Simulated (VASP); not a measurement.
# NiO (P4_2/mmc) in VASP: single point with PBE

Aim: the single point of NiO with PBE.

All numbers are computed with VASP 6.6.1; they aren't measurements. Logs are shortened: lines on timing, memory, paths and dates and some standing lists are left out, and cuts for length are marked.

## 1. The cell of the first run

Symmetry: P4_2/mmc, No. 131, tetragonal system. Conventional cell: a = 2.829 Å, b = 2.829 Å, c = 5.016 Å, α = 90.00°, β = 90.00°, γ = 90.00°. Ni (site symmetry mmm) has 4 O at 1.89 Å within 2.5 Å. O (site symmetry -4m2) has 4 Ni at 1.89 Å and 2 O at 2.51 Å within 2.6 Å.

## 2. Single point, PBE, collinear spin, ferromagnetic start

INCAR reads:

```
SYSTEM = NiO
PREC = Accurate
ENCUT = 700
EDIFF = 1E-6
ISMEAR = 0
SIGMA = 0.1
LREAL = .FALSE.
LASPH = .TRUE.
NELM = 200
ALGO = Normal
ISIF = 2
LWAVE = .FALSE.
LCHARG = .TRUE.
ISPIN = 2
MAGMOM = 2 2 0 0
LORBIT = 11
LMAXMIX = 4
GGA = PE
LELF = .TRUE.
LVHAR = .TRUE.
NBANDS = 36
GGA_COMPAT = .FALSE.
```

KPOINTS reads:

```
Automatic mesh
0
G
  6 6 4
  0 0 0
```

POSCAR reads:

```
NiO
1.0
    2.8288312977      0.0000000000      0.0000000000
    0.0000000000      2.8288312977      0.0000000000
    0.0000000000      0.0000000000      5.0163635950
Ni O
2 2
Direct
    0.0000000000      0.5000000000      0.5000000000
    0.5000000000      0.0000000000      0.0000000000
    0.0000000000      0.0000000000      0.2500000000
    0.0000000000      0.0000000000      0.7500000000
```

Potentials or basis: VASP PAW PBE potentials, release 64 (Ni_sv_GW, O).

Run with:

```console
> cat potpaw_PBE.64/Ni_sv_GW/POTCAR potpaw_PBE.64/O/POTCAR > POTCAR
> mpirun -np 1 vasp_std > vasp.out
```

OUTCAR:

```text
SYSTEM = NiO
   PREC = Accurate
   ENCUT = 700
   EDIFF = 1E-6
   ISMEAR = 0
   LREAL = .FALSE.
   LASPH = .TRUE.
   NELM = 200
   ISIF = 2
   ISPIN = 2
   LORBIT = 11
   GGA = PE

 ion  position               nearest neighbor table
   1  0.000  0.500  0.500-   3 1.89   4 1.89   3 1.89   4 1.89
   2  0.500  0.000  0.000-   3 1.89   4 1.89   3 1.89   4 1.89
   3  0.000  0.000  0.250-   1 1.89   2 1.89   1 1.89   2 1.89
   4  0.000  0.000  0.750-   1 1.89   2 1.89   1 1.89   2 1.89

  LATTYP: Found a simple tetragonal cell.
 ALAT       =     2.8288312977
 C/A-ratio  =     1.7732989589

  Lattice vectors:

 A1 = (   2.8288312977,   0.0000000000,   0.0000000000)
 A2 = (   0.0000000000,   2.8288312977,   0.0000000000)
 A3 = (   0.0000000000,   0.0000000000,   5.0163635950)

Analysis of symmetry for initial positions (statically):
=====================================================================
 Subroutine PRICEL returns:
 Original cell was already a primitive cell.

 Routine SETGRP: Setting up the symmetry group for a
 simple tetragonal supercell.

 Subroutine GETGRP returns: Found 16 space group operations
 (whereof  8 operations were pure point group operations)
 out of a pool of 16 trial point group operations.

The static configuration has the point symmetry D_2h.
 The point group associated with its full space group is D_4h.

Analysis of symmetry for dynamics (positions and initial velocities):
=====================================================================
 Subroutine PRICEL returns:
 Original cell was already a primitive cell.

 Routine SETGRP: Setting up the symmetry group for a
 simple tetragonal supercell.

 Subroutine GETGRP returns: Found 16 space group operations
 (whereof  8 operations were pure point group operations)
 out of a pool of 16 trial point group operations.

The dynamic configuration has the point symmetry D_2h.
 The point group associated with its full space group is D_4h.

Analysis of structural, dynamic, and magnetic symmetry:
=====================================================================
 Subroutine PRICEL returns:
 Original cell was already a primitive cell.

 Routine SETGRP: Setting up the symmetry group for a
 simple tetragonal supercell.

 Subroutine GETGRP returns: Found 16 space group operations
 (whereof  8 operations were pure point group operations)
 out of a pool of 16 trial point group operations.

The overall configuration has the point symmetry D_2h.
 The point group associated with its full space group is D_4h.

 Subroutine INISYM returns: Found 16 space group operations
 (whereof  8 operations are pure point group operations),
 and found     1 'primitive' translations

----------------------------------------------------------------------------------------

                                     Primitive cell

  volume of cell :      40.1424

  direct lattice vectors                    reciprocal lattice vectors
     2.828831298  0.000000000  0.000000000     0.353502876  0.000000000  0.000000000
     0.000000000  2.828831298  0.000000000     0.000000000  0.353502876  0.000000000
     0.000000000  0.000000000  5.016363595     0.000000000  0.000000000  0.199347591

  length of vectors
     2.828831298  2.828831298  5.016363595     0.353502876  0.353502876  0.199347591

  position of ions in fractional coordinates (direct lattice)
     0.000000000  0.500000000  0.500000000
     0.500000000  0.000000000  0.000000000
     0.000000000  0.000000000  0.250000000
     0.000000000  0.000000000  0.750000000

  ion indices of the primitive-cell ions
   primitive index   ion index
                 1           1
                 2           2
                 3           3
                 4           4

----------------------------------------------------------------------------------------

 KPOINTS: Automatic mesh

Automatic generation of k-mesh.
 Grid dimensions read from file:
 generate k-points for:    6    6    4

 Generating k-lattice:

  Cartesian coordinates                     Fractional coordinates (reciprocal lattice)
     0.058917146  0.000000000  0.000000000     0.166666667  0.000000000  0.000000000
     0.000000000  0.058917146  0.000000000     0.000000000  0.166666667  0.000000000
     0.000000000  0.000000000  0.049836898     0.000000000  0.000000000  0.250000000

  Length of vectors
     0.058917146  0.058917146  0.049836898

  Shift w.r.t. Gamma in fractional coordinates (k-lattice)
     0.000000000  0.000000000  0.000000000

 Subroutine IBZKPT returns following result:
 ===========================================

 Found     30 irreducible k-points:

 Following reciprocal coordinates:
            Coordinates               Weight
  0.000000  0.000000  0.000000      1.000000
  0.166667  0.000000  0.000000      4.000000
  0.333333  0.000000  0.000000      4.000000
  0.500000  0.000000  0.000000      2.000000
  0.166667  0.166667  0.000000      4.000000
  0.333333  0.166667  0.000000      8.000000
[... 16 lines left out ...]
  0.333333  0.000000  0.500000      4.000000
  0.500000  0.000000  0.500000      2.000000
 [... further k-points ...]
   k-points           NKPTS =     30   k-points in BZ     NKDIM =     30   number of bands    NBANDS=     36
   number of dos      NEDOS =    301   number of ions     NIONS =      4
   total plane-waves  NPLWV =  27648
   dimension x,y,z NGX =    24 NGY =   24 NGZ =   48
   dimension x,y,z NGXF=    48 NGYF=   48 NGZF=   96
   ions per type =               2   2
   NGX,Y,Z   is equivalent  to a cutoff of  14.10, 14.10, 15.91 a.u.
   NGXF,Y,Z  is equivalent  to a cutoff of  28.21, 28.21, 31.82 a.u.
 SYSTEM =  NiO
   PREC   = accura    normal or accurate (medium, high low for compatibility)
   ISTART =      0    job   : 0-new  1-cont  2-samecut
   ICHARG =      2    charge: 1-file 2-atom 10-const
   ISPIN  =      2    spin polarized calculation?
   LNONCOLLINEAR =      F non collinear calculations
   LSORBIT =      F    spin-orbit coupling
   LASPH  =      T    aspherical Exc in radial PAW
   ENCUT  =  700.0 eV  51.45 Ry    7.17 a.u.   6.10  6.10 10.82*2*pi/ulx,y,z
   NELM   =    200;   NELMIN=  2; NELMDL= -5     # of ELM steps
   EDIFF  = 0.1E-05   stopping-criterion for ELM
   LREAL  =      F    real-space projection
   EDIFFG = 0.1E-04   stopping-criterion for IOM
   NSW    =      0    number of steps for IOM
   IBRION =     -1    ionic relax: 0-MD 1-quasi-New 2-CG
   NFREE  =      0    steps in history (QN), initial steepest desc. (CG)
   ISIF   =      2    stress and relaxation
   ISYM   =      2    0-nonsym 1-usesym 2-fastsym
   POTIM  = 0.5000    time-step for ionic-motion
   TEBEG  =    0.0;   TEEND  =   0.0 temperature during run
   PSTRESS=    0.0 pullay stress
   NELECT =      48.0000    total number of electrons
   NUPDOWN=      -1.0000    fix difference up-down
   EMIN   =  10.00;   EMAX   =-10.00  energy-range for DOS
   EFERMI =   0.00;   METHOD = LEGACY
   ISMEAR =     0;   SIGMA  =   0.10  broadening in eV -4-tet -1-fermi 0-gaus
   EFERMI_NEDOS =   21; number of points for ismear=-14 and -15
   IALGO  =     38    algorithm
   IMIX   =      4    mixing-type and parameters
     AMIX     =   0.40;   BMIX     =  1.00
     AMIX_MAG =   1.60;   BMIX_MAG =  1.00
  volume/ion in A,a.u.               =      10.04        67.72
  Fermi-wavevector in a.u.,A,eV,Ry     =   1.737618  3.283621 41.080274  3.019315
  Thomas-Fermi vector in A             =   2.810807
   LORBIT       =     11    0 simple, 1 ext, 2 COOP (PROOUT), +10 PAW based schemes
   GGA     = PE    functional components
   LHFCALC =     F    Hartree Fock is set to
   AEXX    =    0.0000 exact exchange contribution
   IVDW    =     0    specifies the selected vdW correction
   LEPSILON=     F    determine dielectric tensor
   LRPA    =     F    only Hartree local field effects (RPA)
 spin polarized calculation
 Gauss-broadening in eV      SIGMA  =   0.10
  energy-cutoff  :      700.00
  volume of cell :       40.14
 maximum number of plane-waves:      1728
   NGX = 13   NGY = 13   NGZ = 21

 number of electron      47.9999974 magnetization       0.0004344

 Free energy of the ion-electron system (eV)
  ---------------------------------------------------
  ext. energy  EPLUGINS =         0.00000000
  ---------------------------------------------------
  free energy    TOTEN  =       -26.21974071 eV

  energy without entropy =      -26.21060828  energy(sigma->0) =      -26.21517450

 E-fermi :   5.8301     XC(G=0): -12.2600

 val. band max:        5.7794246477   @ k =   0.5000   0.5000   0.5000
 cond. band min:       5.9006201845   @ k =   0.5000   0.5000   0.2500
 fundamental gap:      0.1211955368
 Fermi energy:         5.8301150729

 spin component 1

 k-point     1 :       0.0000    0.0000    0.0000
  band No.  band energies     occupation
      1     -97.6752      1.00000
      2     -97.6749      1.00000
      3     -58.3987      1.00000
      4     -58.3987      1.00000
      5     -58.3725      1.00000
      6     -58.3559      1.00000
[... 28 lines left out ...]
     35      23.2737      0.00000
     36      23.2737      0.00000

 k-point     2 :       0.1667    0.0000    0.0000
  band No.  band energies     occupation
      1     -97.6748      1.00000
      2     -97.6742      1.00000
      3     -58.4069      1.00000
      4     -58.3982      1.00000
      5     -58.3706      1.00000
      6     -58.3562      1.00000
[... 28 lines left out ...]
     35      23.1752      0.00000
     36      25.4166      0.00000
[... 817 lines left out ...]
     35      24.4775      0.00000
     36      24.8100      0.00000

 k-point    24 :       0.5000    0.0000    0.5000
  band No.  band energies     occupation
      1     -97.6732      1.00000
      2     -97.6729      1.00000
      3     -58.4318      1.00000
      4     -58.3968      1.00000
      5     -58.3616      1.00000
      6     -58.3599      1.00000
[... 28 lines left out ...]
     35      24.8595      0.00000
     36      25.3581      0.00000

 [... further k-points ...]

 spin component 2

 k-point     1 :       0.0000    0.0000    0.0000
  band No.  band energies     occupation
      1     -97.6748      1.00000
      2     -97.6745      1.00000
      3     -58.3985      1.00000
      4     -58.3985      1.00000
      5     -58.3722      1.00000
      6     -58.3556      1.00000
[... 28 lines left out ...]
     35      23.2736      0.00000
     36      23.2736      0.00000

 k-point     2 :       0.1667    0.0000    0.0000
  band No.  band energies     occupation
      1     -97.6744      1.00000
      2     -97.6738      1.00000
      3     -58.4066      1.00000
      4     -58.3980      1.00000
      5     -58.3703      1.00000
      6     -58.3559      1.00000
[... 28 lines left out ...]
     35      23.1751      0.00000
     36      25.4164      0.00000
[... 817 lines left out ...]
     35      24.4775      0.00000
     36      24.8238      0.00000

 k-point    24 :       0.5000    0.0000    0.5000
  band No.  band energies     occupation
      1     -97.6728      1.00000
      2     -97.6725      1.00000
      3     -58.4315      1.00000
      4     -58.3965      1.00000
      5     -58.3613      1.00000
      6     -58.3596      1.00000
[... 28 lines left out ...]
     35      24.8604      0.00000
     36      25.3676      0.00000

 [... further k-points ...]

------------------------ aborting loop because EDIFF is reached ----------------------------------------

  FORCE on cell =-STRESS in cart. coord.  units (eV):
  Direction    XX          YY          ZZ          XY          YZ          ZX
  --------------------------------------------------------------------------------------
  -------------------------------------------------------------------------------------
  Total       -0.1581702     -0.1581702     -0.1328160     -0.0000000      0.0000000      0.0000000
  in kB       -6.3129479     -6.3129479     -5.3010003     -0.0000000      0.0000000      0.0000000
  external PRESSURE =      -5.9756321 kB  Pullay stress =       0.0000000 kB

 VOLUME and BASIS-vectors are now :
 -----------------------------------------------------------------------------
  energy-cutoff  :      700.00
  volume of cell :       40.14
      direct lattice vectors                 reciprocal lattice vectors
     2.828831298  0.000000000  0.000000000     0.353502876  0.000000000  0.000000000
     0.000000000  2.828831298  0.000000000     0.000000000  0.353502876  0.000000000
     0.000000000  0.000000000  5.016363595     0.000000000  0.000000000  0.199347591

 POSITION                                       TOTAL-FORCE (eV/Angst)
 -----------------------------------------------------------------------------------
      0.00000      1.41442      2.50818        -0.000000     -0.000000      0.000000
      1.41442      0.00000      0.00000        -0.000000     -0.000000      0.000000
      0.00000      0.00000      1.25409         0.000000      0.000000      0.000000
      0.00000      0.00000      3.76227        -0.000000      0.000000      0.000000
 -----------------------------------------------------------------------------------
    total drift:                                0.000000      0.000000     -0.000000

  FREE ENERGIE OF THE ION-ELECTRON SYSTEM (eV)
  ---------------------------------------------------
  free  energy   TOTEN  =       -26.2197407116 eV

  energy  without entropy=      -26.2106082784  energy(sigma->0) =      -26.21517450

 total charge

# of ion       s       p       d       f       tot
--------------------------------------------------
    1        2.205   6.282   7.813   0.015  16.315
    2        2.205   6.282   7.813   0.015  16.315
    3        1.559   3.440   0.000   0.000   4.999
    4        1.559   3.440   0.000   0.000   4.999
--------------------------------------------------
tot          7.527  19.445  15.625   0.030  42.628

 magnetization (x)

# of ion       s       p       d       f       tot
--------------------------------------------------
    1        0.000   0.000   0.000   0.000   0.000
    2        0.000   0.000   0.000   0.000   0.000
    3       -0.000  -0.000   0.000   0.000  -0.000
    4       -0.000  -0.000   0.000   0.000  -0.000
--------------------------------------------------
tot          0.000   0.000   0.001   0.000   0.001
```

Run time: 2.3 min. Hardware: 1 thread of Intel Xeon Platinum 8375C at 2.90GHz (Ice Lake), shared host; peak memory 0.26 GiB.

Results:

```yaml
Free_energy: -26.2197 eV
Pressure: -0.6 GPa
Band_gap_on_the_k_mesh: zero (filled and empty bands overlap)
Net_moment: 0.00 μB per cell
Valence_electrons_inside_the_program's_atomic_spheres: Ni 16.32; O 5.00
```

Stress tensor (GPa, compression positive):
```
-0.63  0.00  0.00
 0.00 -0.63  0.00
 0.00  0.00 -0.53
```

Levels at points of the mesh, in eV from the Fermi level:
Spin up:
| k point | band 21 | band 22 | band 23 | band 24 | band 25 | band 26 | band 27 | band 28 |
| --- | --- | --- | --- | --- | --- | --- | --- | --- |
| (0.00, 0.00, 0.00) | -1.33 | -1.24 | -1.11 | -1.10 | 1.51 | 1.51 | 2.64 | 6.50 |
| (0.50, 0.00, 0.00) | -1.31 | -0.92 | -0.65 | -0.19 | 0.99 | 1.16 | 4.13 | 6.90 |
| (0.50, 0.50, 0.00) | -1.46 | -1.29 | -0.51 | 0.16 | 0.16 | 1.93 | 2.34 | 8.03 |
| (0.00, 0.00, 0.50) | -1.17 | -1.17 | -0.59 | -0.59 | 0.82 | 0.82 | 4.48 | 4.48 |
| (0.50, 0.00, 0.50) | -1.51 | -1.20 | -1.00 | -0.42 | 0.92 | 1.55 | 4.60 | 7.03 |
| (0.50, 0.50, 0.50) | -1.09 | -1.09 | -0.05 | -0.05 | 0.45 | 0.45 | 4.56 | 4.56 |
Spin down:
```csv
k point,band 22,band 23,band 24,band 25,band 26,band 27
"(0.00, 0.00, 0.00)",-1.24,-1.11,-1.10,1.51,1.51,2.64
"(0.50, 0.00, 0.00)",-0.92,-0.65,-0.19,0.99,1.16,4.13
"(0.50, 0.50, 0.00)",-1.29,-0.51,0.16,0.16,1.93,2.34
"(0.00, 0.00, 0.50)",-1.17,-0.59,-0.59,0.82,0.82,4.48
"(0.50, 0.00, 0.50)",-1.20,-1.00,-0.42,0.92,1.55,4.60
"(0.50, 0.50, 0.50)",-1.08,-0.05,-0.05,0.45,0.45,4.56
```

Caveat: the k points lie up to 0.37 Å⁻¹ apart; the moments typed at the start vanished in this run; semilocal functionals often make such compounds metallic where correlation or magnetic order opens a gap, which also shifts bond lengths. With open d or f shells a metallic result of PBE can be an artefact of self-interaction; +U or a hybrid may open a gap.

The gap in the log of VASP goes by the Fermi energy; the results here count the filled bands.